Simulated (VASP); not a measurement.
A run of VASP 6.6.1:

The input INCAR:

```
PREC = Accurate
ENCUT = 520
EDIFF = 1E-6
ISMEAR = 0
SIGMA = 0.1
LREAL = False
LASPH = True
NELM = 80
ALGO = Normal
ISIF = 2
LWAVE = False
LCHARG = False
GGA = PS
NBANDS = 20
```

Contents of KPOINTS:

```
regular mesh
0
Gamma
  12 12 12
```

The input POSCAR:

```
LaBi
1.0
    0.0000000000      3.2115019418      3.2115019418
    3.2115019418      0.0000000000      3.2115019418
    3.2115019418      3.2115019418      0.0000000000
La Bi
1 1
Direct
    0.0000000000      0.0000000000      0.0000000000
    0.5000000000      0.5000000000      0.5000000000
```

Potentials or basis: VASP PAW PBE potentials, release 64 (La, Bi_d).

Run with:

```sh
$ cat potpaw_PBE.64/La/POTCAR potpaw_PBE.64/Bi_d/POTCAR > POTCAR
$ mpirun -np 1 vasp_std > vasp.out
```

Hardware: 1 thread of Intel(R) Xeon(R) Platinum 8488C (Sapphire Rapids), with other jobs on the host.

Question: Estimate the wall time of this run.

Answer: It took 60 s on 1 thread of Intel(R) Xeon(R) Platinum 8488C (Sapphire Rapids) (shared host), peak memory 0.29 GiB. Counts: scf iterations 14, k points 72.
